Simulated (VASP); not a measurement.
# IrO: single point with PBE

IrO:

```xyz
6
Lattice="4.3485 0.0000 0.0000 0.0000 4.3485 0.0000 0.0000 0.0000 3.8697" Properties=species:S:1:pos:R:3 pbc="T T T"
Ir    2.1743    2.1743    1.9349
Ir    2.1743    0.0000    0.0000
Ir    0.0000    2.1743    0.0000
O     0.0000    0.0000    1.9349
O     2.1743    0.0000    1.9349
O     0.0000    2.1743    1.9349
```

| Item | Value |
| --- | --- |
| Program | VASP 6.6.1 |
| Task | single point |
| Functional | PBE |
| Potentials or basis | VASP PAW PBE potentials, release 64 (Ir, O) |
| Cutoff | 520 eV |
| k mesh | 4 × 4 × 4 |
| Occupations | gaussian, width 0.1 eV |
| Spin | collinear spin, ferrimagnetic start |
| Starting moments | [1.0, -1.0, -1.0, 0.0, 0.0, 0.0] μB |

```yaml
Pressure: 1.2 GPa
Net_moment: 0.00 μB per cell
Valence_electrons_inside_the_program's_atomic_spheres: Ir 7.94, 8.03; O 4.75, 4.95
```

Stress tensor (GPa, compression positive):
```
0.83 0.00 0.00
0.00 0.83 0.00
0.00 0.00 1.97
```

Levels at points of the mesh, in eV from the Fermi level:
Spin up:
```
           k point  band 18  band 19  band 20  band 21  band 22  band 23  band 24  band 25  band 26  band 27
(0.00, 0.00, 0.00)    -1.57    -1.43    -0.93     0.01     0.54     0.54     0.54     0.55     0.55     0.69
(0.50, 0.00, 0.00)    -2.07    -1.75    -1.50    -1.29    -0.83    -0.28    -0.17     0.54     0.60     1.13
(0.50, 0.50, 0.00)    -1.54    -1.54    -1.38    -0.65    -0.65    -0.41    -0.08     0.39     0.39     2.77
(0.00, 0.00, 0.50)    -0.58    -0.58    -0.41     0.02     0.02     0.30     0.56     0.91     0.91     1.10
(0.50, 0.00, 0.50)    -1.16    -0.94    -0.65    -0.32    -0.24     0.23     0.29     0.84     1.28     1.52
(0.50, 0.50, 0.50)    -0.95    -0.43    -0.31     0.13     0.13     0.24     0.71     1.42     2.17     2.17
```
Spin down:
```tsv
k point	band 19	band 20	band 21	band 22	band 23	band 24	band 25	band 26
(0.00, 0.00, 0.00)	-1.43	-0.93	0.01	0.54	0.54	0.54	0.55	0.55
(0.50, 0.00, 0.00)	-1.75	-1.50	-1.29	-0.83	-0.28	-0.17	0.54	0.60
(0.50, 0.50, 0.00)	-1.54	-1.38	-0.65	-0.65	-0.41	-0.08	0.39	0.39
(0.00, 0.00, 0.50)	-0.58	-0.41	0.02	0.02	0.30	0.56	0.91	0.91
(0.50, 0.00, 0.50)	-0.94	-0.65	-0.32	-0.24	0.23	0.29	0.84	1.28
(0.50, 0.50, 0.50)	-0.43	-0.31	0.13	0.13	0.24	0.71	1.42	2.17
```

Wall time 73 s on 1 thread of Intel(R) Xeon(R) 6975P-C (Granite Rapids), on a shared host, peak memory 0.24 GiB.

Caveat: the k points lie up to 0.41 Å⁻¹ apart; spin-orbit coupling is left out, which moves the levels of the heavy elements.
